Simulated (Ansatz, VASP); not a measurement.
**SnO2 in VASP and in Ansatz**

```xyz
6
Lattice="3.2648 0.0000 0.0000 -1.6324 2.8274 0.0000 0.0000 0.0000 10.5056" Properties=species:S:1:pos:R:3 pbc="T T T"
Sn   -0.5092    0.0000    5.2528
Sn    0.5092    0.0000    0.0000
O     1.1167    0.9425    4.2211
O     2.1481    0.9425    1.0318
O    -0.5157    1.8849    6.2846
O     0.5157    1.8849    9.4739
```

Change from the starting cell: mode 1 frozen in at -0.507 Å, equal normal strain along x, y and z +0.0167.

Alike in both runs: task single point; functional PBE; dispersion D3(BJ); k mesh 12 × 12 × 4; occupations gaussian, width 0.05 eV; no spin polarisation.

```csv
,VASP,Ansatz
version,VASP 6.6.1,Ansatz 0.2.0
potentials or method,"VASP PAW PBE potentials, release 64 (Sn_d, O), cutoff 520 eV","scalar-relativistic, plane waves, PAW"
valence electrons in the cell,52,52
```

|  | VASP | Ansatz | Ansatz less VASP |
| --- | --- | --- | --- |
| gap on the k mesh at the Fermi level (eV) | 1.85 | 1.88 | +0.025 |
| least direct gap on the mesh (eV) | 2.12 | 2.14 | +0.020 |
| pressure (GPa) | -5.7 | -6.2 | -0.48 |
| traceless stress, the component that is largest in VASP (GPa) | 1.48 | 1.78 | +0.304 |
| rms of the force components (eV/Å) | 0.201 | 0.224 | +0.0231 |

Atom by atom the forces differ by 0.023 eV/Å (rms over components).
